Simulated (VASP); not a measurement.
# MgS in VASP: single point with PBE

Aim: the single point of MgS with PBE.

Program: VASP 6.6.1. These are calculated values, not measurements. Logs are shortened: lines on timing, memory, paths and dates and some standing lists are left out, and cuts for length are marked.

## (1) The cell of the first run

The cell holds a slab with vacuum, 28 atoms: a = 14.792 Å, b = 3.698 Å, c = 19.845 Å, α = 90.00°, β = 90.00°, γ = 90.00°.

## (2) Single point, PBE

File INCAR:

```
  PREC = Accurate
  ENCUT = 520
  EDIFF = 1E-6
  ISMEAR = 0
  SIGMA = 0.05
  LREAL = Auto
  LASPH = T
  NELM = 100
  ALGO = Normal
  ISIF = 2
  LWAVE = F
  LCHARG = T
  LDIPOL = T
  IDIPOL = 3
  DIPOL = 0.5 0.5 0.245
  GGA = PE
  LELF = T
  LVHAR = T
  LVACPOTAV = T
  NBANDS = 76
```

File KPOINTS:

```
regular mesh
0
Gamma
  2 6 1
```

File POSCAR:

```
MgS
1.0
   14.7918686536      0.0000000000      0.0000000000
    0.0000000000      3.6979671634      0.0000000000
    0.0000000000      0.0000000000     19.8445729735
Mg S
14 14
Direct
    0.0000000000      0.0000000000      0.0755874164
    0.1203431971      0.5000000000      0.2083382634
    0.2500000000      1.0000000000      0.0755874164
    0.3730397116      0.5000000000      0.2043335731
    0.5000000000      1.0000000000      0.0755874164
    0.6278477676      0.5000000000      0.2067255084
    0.7500000000      0.0000000000      0.0755874164
    0.8785517332      0.5000000000      0.2080847839
   -0.0143792707      0.0000000000      0.3579674631
    0.2399486507      1.0000000000      0.3394302918
    0.5109270703      1.0000000000      0.3293550146
    0.7526544558      0.0000000000      0.3305601068
    0.0955074535      0.5000000000      0.4697826578
    0.3325987259      0.5000000000      0.4589767103
    0.0010865190      0.0000000000      0.2067454259
    0.1250000000      0.5000000000      0.0755874164
    0.2526341653      1.0000000000      0.2094123865
    0.3750000000      0.5000000000      0.0755874164
    0.4982268296      1.0000000000      0.2052938913
    0.6250000000      0.5000000000      0.0755874164
    0.7481830866      0.0000000000      0.2036643229
    0.8750000000      0.5000000000      0.0755874164
    0.1267405871      0.5000000000      0.3398872564
    0.3859071246      0.5000000000      0.3462104158
    0.6263788027      0.5000000000      0.3417450381
    0.8684459882      0.5000000000      0.3361225277
   -0.0019375786      0.0000000000      0.4796755538
    0.2453442403      1.0000000000      0.4856158615
```

Potentials or basis: VASP PAW PBE potentials, release 64 (Mg, S).

Launch:

```console
$ cat potpaw_PBE.64/Mg/POTCAR potpaw_PBE.64/S/POTCAR > POTCAR
$ mpirun -np 1 vasp_std > vasp.out
```

OUTCAR:

```text
PREC = Accurate
   ENCUT = 520
   EDIFF = 1E-6
   ISMEAR = 0
   LREAL = Auto
   LASPH = T
   NELM = 100
   ISIF = 2
   GGA = PE

 ion  position               nearest neighbor table
   1  0.000  0.000  0.076-  15 2.60  16 2.61  22 2.61  16 2.61  22 2.61
   2  0.120  0.500  0.208-  15 2.56  15 2.56  23 2.61  16 2.64  17 2.69  17 2.69   8 3.58  10 3.65
                            10 3.65
   3  0.250  0.000  0.076-  16 2.61  18 2.61  16 2.61  18 2.61  17 2.66   4 3.64   4 3.64
   4  0.373  0.500  0.204-  18 2.56  17 2.57  17 2.57  19 2.62  19 2.62  24 2.82   3 3.64   3 3.64

   5  0.500  0.000  0.076-  19 2.57  18 2.61  20 2.61  18 2.61  20 2.61
   6  0.628  0.500  0.207-  21 2.57  21 2.57  20 2.60  19 2.66  19 2.66  25 2.68  11 3.51  11 3.51
                            12 3.59  12 3.59
   7  0.750  0.000  0.076-  21 2.54  20 2.61  22 2.61  20 2.61  22 2.61
   8  0.879  0.500  0.208-  26 2.55  15 2.59  15 2.59  22 2.63  21 2.67  21 2.67   2 3.58  12 3.58
                            12 3.58
   9  0.986  0.000  0.358-  27 2.42  26 2.57  26 2.57  23 2.81  23 2.81  15 3.01  13 3.31  13 3.31
                            12 3.49
  10  0.240  0.000  0.339-  23 2.49  23 2.49  17 2.59  24 2.85  24 2.85  28 2.90  14 3.31  14 3.31
                             2 3.65   2 3.65
  11  0.511  0.000  0.329-  19 2.47  25 2.53  25 2.53  24 2.64  24 2.64   6 3.51   6 3.51  12 3.58
[... 5 lines left out ...]
  14  0.333  0.500  0.459-  28 2.32  28 2.32  24 2.37  10 3.31  10 3.31  13 3.51
  15  0.001  0.000  0.207-   2 2.56   2 2.56   8 2.59   8 2.59   1 2.60   9 3.01
  16  0.125  0.500  0.076-   1 2.61   3 2.61   1 2.61   3 2.61   2 2.64
  17  0.253  0.000  0.209-   4 2.57   4 2.57  10 2.59   3 2.66   2 2.69   2 2.69
  18  0.375  0.500  0.076-   4 2.56   3 2.61   5 2.61   3 2.61   5 2.61
  19  0.498  0.000  0.205-  11 2.47   5 2.57   4 2.62   4 2.62   6 2.66   6 2.66
  20  0.625  0.500  0.076-   6 2.60   5 2.61   7 2.61   5 2.61   7 2.61
  21  0.748  0.000  0.204-  12 2.52   7 2.54   6 2.57   6 2.57   8 2.67   8 2.67
  22  0.875  0.500  0.076-   1 2.61   7 2.61   1 2.61   7 2.61   8 2.63
  23  0.127  0.500  0.340-  10 2.49  10 2.49   2 2.61  13 2.62   9 2.81   9 2.81
  24  0.386  0.500  0.346-  14 2.37  11 2.64  11 2.64   4 2.82  10 2.85  10 2.85
  25  0.626  0.500  0.342-  11 2.53  11 2.53  12 2.64  12 2.64   6 2.68
  26  0.868  0.500  0.336-  12 2.52  12 2.52   8 2.55   9 2.57   9 2.57
  27  0.998  0.000  0.480-  13 2.35  13 2.35   9 2.42
  28  0.245  0.000  0.486-  14 2.32  14 2.32  10 2.90  13 2.90  13 2.90

  LATTYP: Found a simple orthorhombic cell.
 ALAT       =     3.6979671634
 B/A-ratio  =     4.0000000000
 C/A-ratio  =     5.3663464538

  Lattice vectors:

 A1 = (   0.0000000000,  -3.6979671634,   0.0000000000)
 A2 = (  14.7918686536,   0.0000000000,   0.0000000000)
 A3 = (   0.0000000000,   0.0000000000,  19.8445729735)

Analysis of symmetry for initial positions (statically):
=====================================================================
 Subroutine PRICEL returns:
 Original cell was already a primitive cell.

 Routine SETGRP: Setting up the symmetry group for a
 simple orthorhombic supercell.

 Subroutine GETGRP returns: Found  2 space group operations
 (whereof  2 operations were pure point group operations)
 out of a pool of  8 trial point group operations.

The static configuration has the point symmetry C_1h.

Analysis of symmetry for dynamics (positions and initial velocities):
=====================================================================
 Subroutine PRICEL returns:
 Original cell was already a primitive cell.

 Routine SETGRP: Setting up the symmetry group for a
 simple orthorhombic supercell.

 Subroutine GETGRP returns: Found  2 space group operations
 (whereof  2 operations were pure point group operations)
 out of a pool of  8 trial point group operations.

The dynamic configuration has the point symmetry C_1h.

 Subroutine INISYM returns: Found  2 space group operations
 (whereof  2 operations are pure point group operations),
 and found     1 'primitive' translations

----------------------------------------------------------------------------------------

                                     Primitive cell

  volume of cell :    1085.4951

  direct lattice vectors                    reciprocal lattice vectors
    14.791868654  0.000000000  0.000000000     0.067604711  0.000000000  0.000000000
     0.000000000  3.697967163  0.000000000     0.000000000  0.270418843  0.000000000
     0.000000000  0.000000000 19.844572974     0.000000000  0.000000000  0.050391611

  length of vectors
    14.791868654  3.697967163 19.844572974     0.067604711  0.270418843  0.050391611

[... 74 lines left out ...]
     0.000000000  0.000000000  0.050391611     0.000000000  0.000000000  1.000000000

  Length of vectors
     0.033802355  0.045069807  0.050391611

  Shift w.r.t. Gamma in fractional coordinates (k-lattice)
     0.000000000  0.000000000  0.000000000

 Subroutine IBZKPT returns following result:
 ===========================================

 Found      8 irreducible k-points:

 Following reciprocal coordinates:
            Coordinates               Weight
  0.000000  0.000000  0.000000      1.000000
  0.500000  0.000000  0.000000      1.000000
  0.000000  0.166667  0.000000      2.000000
  0.500000  0.166667  0.000000      2.000000
  0.000000  0.333333  0.000000      2.000000
  0.500000  0.333333  0.000000      2.000000
  0.000000  0.500000  0.000000      1.000000
  0.500000  0.500000  0.000000      1.000000
   k-points           NKPTS =      8   k-points in BZ     NKDIM =      8   number of bands    NBANDS=     76
   number of dos      NEDOS =    301   number of ions     NIONS =     28
   total plane-waves  NPLWV = 470400
   dimension x,y,z NGX =   112 NGY =   28 NGZ =  150
   dimension x,y,z NGXF=   224 NGYF=   56 NGZF=  300
   ions per type =              14  14
   NGX,Y,Z   is equivalent  to a cutoff of  12.59, 12.59, 12.57 a.u.
   NGXF,Y,Z  is equivalent  to a cutoff of  25.18, 25.18, 25.13 a.u.
 SYSTEM =  unknown system
   PREC   = accura    normal or accurate (medium, high low for compatibility)
   ISTART =      0    job   : 0-new  1-cont  2-samecut
   ICHARG =      2    charge: 1-file 2-atom 10-const
   ISPIN  =      1    spin polarized calculation?
   LNONCOLLINEAR =      F non collinear calculations
   LSORBIT =      F    spin-orbit coupling
   LASPH  =      T    aspherical Exc in radial PAW
   ENCUT  =  520.0 eV  38.22 Ry    6.18 a.u.  27.50  6.88 36.90*2*pi/ulx,y,z
   NELM   =    100;   NELMIN=  2; NELMDL= -5     # of ELM steps
   EDIFF  = 0.1E-05   stopping-criterion for ELM
   LREAL  =      T    real-space projection
   EDIFFG = 0.1E-04   stopping-criterion for IOM
   NSW    =      0    number of steps for IOM
   IBRION =     -1    ionic relax: 0-MD 1-quasi-New 2-CG
   NFREE  =      0    steps in history (QN), initial steepest desc. (CG)
   ISIF   =      2    stress and relaxation
   ISYM   =      2    0-nonsym 1-usesym 2-fastsym
   POTIM  = 0.5000    time-step for ionic-motion
   TEBEG  =    0.0;   TEEND  =   0.0 temperature during run
   PSTRESS=    0.0 pullay stress
   NELECT =     112.0000    total number of electrons
   NUPDOWN=      -1.0000    fix difference up-down
   EMIN   =  10.00;   EMAX   =-10.00  energy-range for DOS
   EFERMI =   0.00;   METHOD = LEGACY
   ISMEAR =     0;   SIGMA  =   0.05  broadening in eV -4-tet -1-fermi 0-gaus
   EFERMI_NEDOS =   21; number of points for ismear=-14 and -15
   IALGO  =     38    algorithm
   IMIX   =      4    mixing-type and parameters
     AMIX     =   0.40;   BMIX     =  1.00
     AMIX_MAG =   1.60;   BMIX_MAG =  1.00
  volume/ion in A,a.u.               =      38.77       261.62
  Fermi-wavevector in a.u.,A,eV,Ry     =   0.767841  1.451010  8.021730  0.589580
  Thomas-Fermi vector in A             =   1.868485
   LORBIT       =      0    0 simple, 1 ext, 2 COOP (PROOUT), +10 PAW based schemes
   GGA     = PE    functional components
   LHFCALC =     F    Hartree Fock is set to
   AEXX    =    0.0000 exact exchange contribution
   IVDW    =     0    specifies the selected vdW correction
   LEPSILON=     F    determine dielectric tensor
   LRPA    =     F    only Hartree local field effects (RPA)
 non-spin polarized calculation
 Gauss-broadening in eV      SIGMA  =   0.05
  energy-cutoff  :      520.00
  volume of cell :     1085.50
 maximum number of plane-waves:     29300
 NGX is ok and might be reduce to   112
   NGX = 55   NGY = 13   NGZ = 73

 dipolmoment           0.000000      0.000000     -0.000681 electrons x Angstroem

 number of electron     112.0000010 magnetization

 dipolmoment           0.000000      0.000000      0.322705 electrons x Angstroem

 Free energy of the ion-electron system (eV)
  ---------------------------------------------------
  ext. energy  EPLUGINS =         0.00000000
  ---------------------------------------------------
  free energy    TOTEN  =      -114.23434790 eV

  energy without entropy =     -114.23434790  energy(sigma->0) =     -114.23434790

 E-fermi :   0.1380     XC(G=0):  -5.1853

 val. band max:       -0.1318560809   @ k =   0.5000   0.0000   0.0000
 cond. band min:       1.1930332272   @ k =   0.0000   0.0000   0.0000
 fundamental gap:      1.3248893081
 Fermi energy:         0.1379670835

 k-point     1 :       0.0000    0.0000    0.0000
  band No.  band energies     occupation
      1     -13.5935      2.00000
      2     -13.2214      2.00000
      3     -13.1094      2.00000
      4     -13.0696      2.00000
      5     -12.7622      2.00000
      6     -12.6683      2.00000
[... 557 lines left out ...]
     67       3.5060      0.00000
     68       3.9173      0.00000
 [bands above 68 left out]

------------------------ aborting loop because EDIFF is reached ----------------------------------------

  FORCE on cell =-STRESS in cart. coord.  units (eV):
  Direction    XX          YY          ZZ          XY          YZ          ZX
  --------------------------------------------------------------------------------------
  -------------------------------------------------------------------------------------
  Total       -6.5168111     -3.7655390     -0.5556722      0.0000000      0.0000000     -0.0318176
  in kB       -9.6187328     -5.5578892     -0.8201653      0.0000000      0.0000000     -0.0469624
  external PRESSURE =      -5.3322624 kB  Pullay stress =       0.0000000 kB

 VOLUME and BASIS-vectors are now :
 -----------------------------------------------------------------------------
  energy-cutoff  :      520.00
  volume of cell :     1085.50
      direct lattice vectors                 reciprocal lattice vectors
    14.791868654  0.000000000  0.000000000     0.067604711  0.000000000  0.000000000
     0.000000000  3.697967163  0.000000000     0.000000000  0.270418843  0.000000000
     0.000000000  0.000000000 19.844572974     0.000000000  0.000000000  0.050391611

 POSITION                                       TOTAL-FORCE (eV/Angst)
 -----------------------------------------------------------------------------------
      0.00000      0.00000      1.50000        -0.075148      0.000000      0.753274
      1.78010      1.84898      4.13438        -0.004472      0.000000      0.003182
      3.69797      0.00000      1.50000        -0.140287      0.000000      0.639962
      5.51795      1.84898      4.05491         0.013626      0.000000     -0.005228
      7.39593      0.00000      1.50000         0.118308      0.000000      0.499766
      9.28704      1.84898      4.10238         0.003122      0.000000      0.012935
[... 20 lines left out ...]
     14.76321      0.00000      9.51896         0.019993      0.000000     -0.005959
      3.62910      0.00000      9.63684        -0.004807      0.000000     -0.000739
 -----------------------------------------------------------------------------------
    total drift:                                0.003426     -0.000000     -0.003520

  FREE ENERGIE OF THE ION-ELECTRON SYSTEM (eV)
  ---------------------------------------------------
  free  energy   TOTEN  =      -114.2343478993 eV

  energy  without entropy=     -114.2343478993  energy(sigma->0) =     -114.23434790

 vacuum level on the upper side and lower side of the slab         4.676         3.602
```

It took 34 min on 1 thread of Intel Xeon Platinum 8259CL at 2.50GHz (Skylake/Cascade Lake), shared host; peak memory 1.1 GiB.

Results:

- Free energy: -114.2343 eV
- Largest force: 0.757 eV/Å
- Band gap on the k mesh: 1.32 eV, direct

Forces in eV/Å, atoms in the order of the input:
```
Mg  -0.075  0.000  0.753
Mg  -0.004  0.000  0.003
Mg  -0.140  0.000  0.640
Mg   0.014  0.000 -0.005
Mg   0.118  0.000  0.500
Mg   0.003  0.000  0.013
Mg   0.101  0.000  0.517
Mg  -0.002  0.000  0.005
Mg   0.004  0.000 -0.005
Mg   0.000  0.000  0.019
Mg   0.001  0.000 -0.014
Mg  -0.004  0.000 -0.020
Mg  -0.005  0.000 -0.005
Mg  -0.030  0.000 -0.012
S   -0.010  0.000  0.003
S    0.220  0.000 -0.504
S    0.004  0.000  0.014
S   -0.025  0.000 -0.656
S   -0.008  0.000  0.003
S   -0.175  0.000 -0.616
S   -0.002  0.000  0.000
S   -0.023  0.000 -0.578
S    0.004  0.000 -0.011
S    0.009  0.000 -0.020
S    0.006  0.000 -0.007
S    0.004  0.000 -0.009
S    0.020  0.000 -0.006
S   -0.005  0.000 -0.001
```
